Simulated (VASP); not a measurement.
# Os (P6_3/mmc) in VASP: notebook

The runs below take Os through single point, with PBE.

All numbers are computed with VASP 6.6.1; they aren't measurements. Logs are shortened: lines on timing, memory, paths and dates and some standing lists are left out, and cuts for length are marked.

**1. The cell of the first run**

It takes space group P6_3/mmc (No. 194, hexagonal). Conventional cell: a = 2.756 Å, b = 2.756 Å, c = 4.343 Å, α = 90.00°, β = 90.00°, γ = 120.00°. Within 3.5 Å of Os (site symmetry -6m2) lie 12 Os at 2.69 to 2.76 Å.

**2. Single point, PBE**

Contents of INCAR:

```
SYSTEM = Os
  PREC = Accurate
  ENCUT = 520
  EDIFF = 1E-6
  ISMEAR = 1
  SIGMA = 1.0
  LREAL = .FALSE.
  LASPH = .TRUE.
  NELM = 60
  ALGO = Normal
  ISIF = 2
  LWAVE = .FALSE.
  LCHARG = .FALSE.
  GGA = PE
  NBANDS = 15
```

Contents of KPOINTS:

```
Automatic mesh
0
G
  13 13 7
  0 0 0
```

Contents of POSCAR:

```
Os
1.0
    2.7559294133      0.0000000000      0.0000000000
   -1.3779647066      2.3867048830      0.0000000000
    0.0000000000      0.0000000000      4.3426533301
Os
2
Direct
    0.3333333333      0.6666666667      0.2500000000
    0.6666666667      0.3333333333      0.7500000000
```

Potentials or basis: VASP PAW PBE potentials, release 64 (Os).

The run is started by

```
> cat potpaw_PBE.64/Os/POTCAR > POTCAR
> mpirun -np 1 vasp_std > vasp.out
```

OUTCAR:

```text
SYSTEM = Os
   PREC = Accurate
   ENCUT = 520
   EDIFF = 1E-6
   ISMEAR = 1
   LREAL = .FALSE.
   LASPH = .TRUE.
   NELM = 60
   ISIF = 2
   GGA = PE

 ion  position               nearest neighbor table
   1  0.333  0.667  0.250-   2 2.69   2 2.69   2 2.69   2 2.69   2 2.69   2 2.69
   2  0.667  0.333  0.750-   1 2.69   1 2.69   1 2.69   1 2.69   1 2.69   1 2.69

  LATTYP: Found a hexagonal cell.
 ALAT       =     2.7559294133
 C/A-ratio  =     1.5757491136

  Lattice vectors:

 A1 = (   2.7559294133,   0.0000000000,   0.0000000000)
 A2 = (  -1.3779647066,   2.3867048830,   0.0000000000)
 A3 = (   0.0000000000,   0.0000000000,   4.3426533301)

Analysis of symmetry for initial positions (statically):
=====================================================================
 Subroutine PRICEL returns:
 Original cell was already a primitive cell.

 Routine SETGRP: Setting up the symmetry group for a
 hexagonal supercell.

 Subroutine GETGRP returns: Found 24 space group operations
 (whereof 12 operations were pure point group operations)
 out of a pool of 24 trial point group operations.

The static configuration has the point symmetry D_3d.
 The point group associated with its full space group is D_6h.

Analysis of symmetry for dynamics (positions and initial velocities):
=====================================================================
 Subroutine PRICEL returns:
 Original cell was already a primitive cell.

 Routine SETGRP: Setting up the symmetry group for a
 hexagonal supercell.

 Subroutine GETGRP returns: Found 24 space group operations
 (whereof 12 operations were pure point group operations)
 out of a pool of 24 trial point group operations.

The dynamic configuration has the point symmetry D_3d.
 The point group associated with its full space group is D_6h.

 Subroutine INISYM returns: Found 24 space group operations
 (whereof 12 operations are pure point group operations),
 and found     1 'primitive' translations

----------------------------------------------------------------------------------------

                                     Primitive cell

  volume of cell :      28.5642

  direct lattice vectors                    reciprocal lattice vectors
     2.755929413  0.000000000  0.000000000     0.362853996  0.209493852  0.000000000
    -1.377964707  2.386704883  0.000000000     0.000000000  0.418987704  0.000000000
     0.000000000  0.000000000  4.342653330     0.000000000  0.000000000  0.230273965

  length of vectors
     2.755929413  2.755929413  4.342653330     0.418987704  0.418987704  0.230273965

  position of ions in fractional coordinates (direct lattice)
     0.333333333  0.666666667  0.250000000
     0.666666667  0.333333333  0.750000000

  ion indices of the primitive-cell ions
   primitive index   ion index
                 1           1
                 2           2

----------------------------------------------------------------------------------------

 KPOINTS: Automatic mesh

Automatic generation of k-mesh.
 Grid dimensions read from file:
 generate k-points for:   13   13    7

 Generating k-lattice:

  Cartesian coordinates                     Fractional coordinates (reciprocal lattice)
     0.027911846  0.016114912  0.000000000     0.076923077  0.000000000  0.000000000
     0.000000000  0.032229823  0.000000000     0.000000000  0.076923077  0.000000000
     0.000000000  0.000000000  0.032896281     0.000000000  0.000000000  0.142857143

  Length of vectors
     0.032229823  0.032229823  0.032896281

  Shift w.r.t. Gamma in fractional coordinates (k-lattice)
     0.000000000  0.000000000  0.000000000

 Subroutine IBZKPT returns following result:
 ===========================================

 Found     84 irreducible k-points:

 Following reciprocal coordinates:
            Coordinates               Weight
  0.000000  0.000000  0.000000      1.000000
  0.076923  0.000000  0.000000      6.000000
  0.153846 -0.000000  0.000000      6.000000
  0.230769  0.000000  0.000000      6.000000
  0.307692 -0.000000  0.000000      6.000000
  0.384615  0.000000  0.000000      6.000000
[... 16 lines left out ...]
  0.076923  0.000000  0.142857     12.000000
  0.153846 -0.000000  0.142857     12.000000
 [... further k-points ...]
   k-points           NKPTS =     84   k-points in BZ     NKDIM =     84   number of bands    NBANDS=     15
   number of dos      NEDOS =    301   number of ions     NIONS =      2
   total plane-waves  NPLWV =  12800
   dimension x,y,z NGX =    20 NGY =   20 NGZ =   32
   dimension x,y,z NGXF=    40 NGYF=   40 NGZF=   64
   ions per type =               2
   NGX,Y,Z   is equivalent  to a cutoff of  12.06, 12.06, 12.25 a.u.
   NGXF,Y,Z  is equivalent  to a cutoff of  24.13, 24.13, 24.50 a.u.
 SYSTEM =  Os
   PREC   = accura    normal or accurate (medium, high low for compatibility)
   ISTART =      0    job   : 0-new  1-cont  2-samecut
   ICHARG =      2    charge: 1-file 2-atom 10-const
   ISPIN  =      1    spin polarized calculation?
   LNONCOLLINEAR =      F non collinear calculations
   LSORBIT =      F    spin-orbit coupling
   LASPH  =      T    aspherical Exc in radial PAW
   ENCUT  =  520.0 eV  38.22 Ry    6.18 a.u.   5.12  5.12  8.07*2*pi/ulx,y,z
   NELM   =     60;   NELMIN=  2; NELMDL= -5     # of ELM steps
   EDIFF  = 0.1E-05   stopping-criterion for ELM
   LREAL  =      F    real-space projection
   EDIFFG = 0.1E-04   stopping-criterion for IOM
   NSW    =      0    number of steps for IOM
   IBRION =     -1    ionic relax: 0-MD 1-quasi-New 2-CG
   NFREE  =      0    steps in history (QN), initial steepest desc. (CG)
   ISIF   =      2    stress and relaxation
   ISYM   =      2    0-nonsym 1-usesym 2-fastsym
   POTIM  = 0.5000    time-step for ionic-motion
   TEBEG  =    0.0;   TEEND  =   0.0 temperature during run
   PSTRESS=    0.0 pullay stress
   NELECT =      16.0000    total number of electrons
   NUPDOWN=      -1.0000    fix difference up-down
   EMIN   =  10.00;   EMAX   =-10.00  energy-range for DOS
   EFERMI =   0.00;   METHOD = LEGACY
   ISMEAR =     1;   SIGMA  =   1.00  broadening in eV -4-tet -1-fermi 0-gaus
   EFERMI_NEDOS =   21; number of points for ismear=-14 and -15
   IALGO  =     38    algorithm
   IMIX   =      4    mixing-type and parameters
     AMIX     =   0.40;   BMIX     =  1.00
     AMIX_MAG =   1.60;   BMIX_MAG =  1.00
  volume/ion in A,a.u.               =      14.28        96.38
  Fermi-wavevector in a.u.,A,eV,Ry     =   1.349504  2.550193 24.778399  1.821161
  Thomas-Fermi vector in A             =   2.477085
   LORBIT       =      0    0 simple, 1 ext, 2 COOP (PROOUT), +10 PAW based schemes
   GGA     = PE    functional components
   LHFCALC =     F    Hartree Fock is set to
   AEXX    =    0.0000 exact exchange contribution
   IVDW    =     0    specifies the selected vdW correction
   LEPSILON=     F    determine dielectric tensor
   LRPA    =     F    only Hartree local field effects (RPA)
 non-spin polarized calculation
 Methfessel and Paxton  Order N= 1 SIGMA  =   1.00
  energy-cutoff  :      520.00
  volume of cell :       28.56
 maximum number of plane-waves:       782
   NGX = 11   NGY = 11   NGZ = 17

 number of electron      15.9999999 magnetization

 Free energy of the ion-electron system (eV)
  ---------------------------------------------------
  ext. energy  EPLUGINS =         0.00000000
  ---------------------------------------------------
  free energy    TOTEN  =       -22.47628800 eV

  energy without entropy =      -22.57310037  energy(sigma->0) =      -22.50855879

 E-fermi :   9.1843     XC(G=0): -13.9390

 val. band max:        9.1772769373   @ k =   0.2308   0.0000   0.2857
 cond. band min:       9.1869254671   @ k =   0.3077   0.2308   0.2857
 fundamental gap:      0.0096485298
 Fermi energy:         9.1842986351

 k-point     1 :       0.0000    0.0000    0.0000
  band No.  band energies     occupation
      1      -1.5998      2.00000
      2       1.5606      2.00000
      3       6.1876      2.00019
      4       6.1876      2.00019
      5       6.4620      2.00081
      6       7.0074      2.00866
      7       7.0074      2.00866
      8       7.6083      2.04835
      9       7.6083      2.04835
     10       9.2093      0.95777
     11      10.7823     -0.04632
     12      10.7823     -0.04632
     13      18.0110     -0.00000
     14      23.1856     -0.00000
     15      25.9218     -0.00000

 k-point     2 :       0.0769    0.0000    0.0000
  band No.  band energies     occupation
      1      -1.3667      2.00000
      2       1.7659      2.00000
      3       5.7605      2.00001
      4       6.3918      2.00057
      5       6.8046      2.00390
      6       6.8985      2.00571
      7       7.1976      2.01669
      8       7.3056      2.02319
      9       7.4461      2.03383
     10       8.3128      2.01228
     11      10.8943     -0.03623
     12      12.0501     -0.00039
     13      17.9895     -0.00000
     14      23.6567     -0.00000
     15      26.2187     -0.00000

 k-point     3 :       0.1538   -0.0000    0.0000
  band No.  band energies     occupation
      1      -0.7047      2.00000
      2       2.2950      2.00000
      3       5.1930      2.00000
      4       6.2059      2.00021
      5       6.5122      2.00104
      6       6.9893      2.00810
      7       7.0540      2.01026
      8       7.4189      2.03160
      9       7.7005      2.05673
     10       7.7503      2.06093
     11      11.1452     -0.01810
     12      13.9918     -0.00000
     13      17.8765     -0.00000
     14      24.6854     -0.00000
     15      26.7279     -0.00000
[... 343 lines left out ...]
 k-point    23 :       0.0769    0.0000    0.1429
  band No.  band energies     occupation
      1      -1.1237      2.00000
      2       1.8005      2.00000
      3       5.7294      2.00001
      4       6.2122      2.00022
      5       6.4435      2.00074
      6       6.5604      2.00131
      7       7.0221      2.00914
      8       7.7301      2.05927
      9       7.8666      2.06858
     10       8.0908      2.06461
     11      10.8971     -0.03599
     12      11.6614     -0.00256
     13      19.1448     -0.00000
     14      23.2236     -0.00000
     15      26.4375     -0.00000

 k-point    24 :       0.1538   -0.0000    0.1429
  band No.  band energies     occupation
      1      -0.4803      2.00000
      2       2.3531      2.00000
      3       5.2248      2.00000
      4       5.7095      2.00001
      5       6.3622      2.00049
      6       6.5946      2.00154
      7       7.2849      2.02183
      8       7.4541      2.03451
      9       7.8154      2.06569
     10       8.1192      2.06126
     11      11.0973     -0.02096
     12      13.1699     -0.00000
     13      19.1365     -0.00000
     14      24.3521     -0.00000
     15      26.3918     -0.00000

 [... further k-points ...]

------------------------ aborting loop because EDIFF is reached ----------------------------------------

  FORCE on cell =-STRESS in cart. coord.  units (eV):
  Direction    XX          YY          ZZ          XY          YZ          ZX
  --------------------------------------------------------------------------------------
  -------------------------------------------------------------------------------------
  Total       -0.2053103     -0.2053103     -0.1030939     -0.0000000     -0.0000000     -0.0000000
  in kB      -11.5159413    -11.5159413     -5.7825814     -0.0000000     -0.0000000     -0.0000000
  external PRESSURE =      -9.6048213 kB  Pullay stress =       0.0000000 kB

 VOLUME and BASIS-vectors are now :
 -----------------------------------------------------------------------------
  energy-cutoff  :      520.00
  volume of cell :       28.56
      direct lattice vectors                 reciprocal lattice vectors
     2.755929413  0.000000000  0.000000000     0.362853996  0.209493852  0.000000000
    -1.377964707  2.386704883  0.000000000     0.000000000  0.418987704  0.000000000
     0.000000000  0.000000000  4.342653330     0.000000000  0.000000000  0.230273965

 POSITION                                       TOTAL-FORCE (eV/Angst)
 -----------------------------------------------------------------------------------
     -0.00000      1.59114      1.08566         0.000000      0.000000      0.000000
      1.37796      0.79557      3.25699        -0.000000      0.000000      0.000000
 -----------------------------------------------------------------------------------
    total drift:                               -0.000000      0.000000     -0.000000

  FREE ENERGIE OF THE ION-ELECTRON SYSTEM (eV)
  ---------------------------------------------------
  free  energy   TOTEN  =       -22.4762879969 eV

  energy  without entropy=      -22.5731003656  energy(sigma->0) =      -22.50855879
```

Wall time 53 s (1 thread of Intel Xeon 8259CL, shared host); peak memory 0.16 GiB.

Results:

```yaml
Free_energy: -22.4763 eV
Pressure: -1.0 GPa
Band_gap_on_the_k_mesh: zero (bands 8 and 9 overlap by 3.69 eV)
```

Stress tensor (GPa, compression positive):
```
-1.15  0.00  0.00
 0.00 -1.15  0.00
 0.00  0.00 -0.58
```

Levels at points of the mesh, in eV from the Fermi level:
| k point | band 6 | band 7 | band 8 | band 9 | band 10 | band 11 |
| --- | --- | --- | --- | --- | --- | --- |
| (0.00, 0.00, 0.00) | -2.18 | -2.18 | -1.58 | -1.58 | 0.03 | 1.60 |

Caveat: so wide a smearing shifts energies and pressures; spin-orbit coupling is left out, which moves the levels of the heavy elements.

(Continued in part 2 of 2.)
